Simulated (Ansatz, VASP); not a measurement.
**BAs in VASP and in Ansatz**

```
B As
1.0
     0.00000    2.32647    2.32647
     2.32647    0.00000    2.32647
     2.32647    2.32647    0.00000
B As
1 1
Cartesian
  3.4897 3.4897 3.4897
  0.0000 0.0000 0.0000
```

Change from the starting cell: volume scaled by 0.9, LAPW.

Alike in both runs: task single point; functional PBE; k mesh 10 × 10 × 10; occupations fermi-dirac, width 0.03 eV; no spin polarisation.

```csv
,VASP,Ansatz
version,VASP 6.6.1,Ansatz 0.2.0
potentials or method,"VASP PAW PBE potentials, release 64 (B, As), cutoff 520 eV","all-electron LAPW, scalar-relativistic"
```

```csv
,VASP,Ansatz,Ansatz less VASP
gap on the k mesh at the Fermi level (eV),1.09,1.10,+0.013
pressure (GPa),16.9,15.9,-1.01
```

Ansatz ran all-electron here, and VASP with PAW potentials.
